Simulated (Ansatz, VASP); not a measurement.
## One calculation of Ca2Al2O, two programs

INCAR

```
ALGO = Normal ; EDIFF = 1E-6
ENCUT = 520 ; GGA = PE
ISIF = 2 ; ISMEAR = 0
ISPIN = 2 ; LASPH = True
LCHARG = False ; LORBIT = 11
LREAL = False ; LWAVE = False
MAGMOM = 0 0 0 0 1 ; NBANDS = 28
NELM = 150 ; PREC = Accurate
SIGMA = 0.1
```

File KPOINTS:

```
k-points
0
Gamma
  6 6 4
```

Contents of POSCAR:

```
Ca2Al2O
1.0
    4.4688301800      0.0000000000      0.0000000000
   -2.2344150900      3.8701204600      0.0000000000
    0.0000000000      0.0000000000      5.0948669800
Ca Al O
2 2 1
Direct
    0.3333333300      0.6666666700      0.5000000000
    0.6666666700      0.3333333300      0.5000000000
    0.3333333300      0.6666666700      0.0000000000
    0.6666666700      0.3333333300      0.0000000000
    0.0000000000      0.0000000000      0.0000000000
```

Input for Ansatz:

```yaml
crystal:
  lattice:
    - [4.46883018, 0.0, 0.0]
    - [-2.23441509, 3.87012046, 0.0]
    - [0.0, 0.0, 5.09486698]
  atoms:
    - { symbol: Ca, position: [0.33333333, 0.66666667, 0.5] }
    - { symbol: Ca, position: [0.66666667, 0.33333333, 0.5] }
    - { symbol: Al, position: [0.33333333, 0.66666667, 0.0] }
    - { symbol: Al, position: [0.66666667, 0.33333333, 0.0] }
    - { symbol: O, position: [0.0, 0.0, 0.0], spin: 1.0 }
basis:
  ecutwfc: 420
kpoints:
  mp_grid: { grid: [6, 6, 4] }
hamiltonian:
  xc: pbe
scf:
  occupations: { method: gaussian, width: 0.1 }
  lower_state_search: "off"
output:
  forces: true
  stress: true
  eigenvalues: true
  populations: true
magnetization:
  spin_polarized: true
```

Alike in both runs: task single point; functional PBE; k mesh 6 × 6 × 4; occupations gaussian, width 0.1 eV; collinear spin.

```csv
,VASP,Ansatz
version,VASP 6.6.1,Ansatz 0.2.0
potentials or method,"VASP PAW PBE potentials, release 64 (Ca_sv, Al, O), cutoff 520 eV","scalar-relativistic, plane waves, PAW"
valence electrons in the cell,32,32
```

```csv
,VASP,Ansatz,Ansatz less VASP
gap on the k mesh at the Fermi level (eV),none,none,-
pressure (GPa),19.6,19.2,-0.35
"traceless stress, the component that is largest in VASP (GPa)",16.86,17.69,+0.839
net moment per atom (μB),0.00,0.31,+0.311
size of the moment on the site where the two differ most (μB),0.00,0.32,+0.319
```

The net moments are unlike, so the other rows may belong to different states. Site moments also hang on the region over which each program counts them. A gap of «none» marks a metal or a gap that the smearing closes.
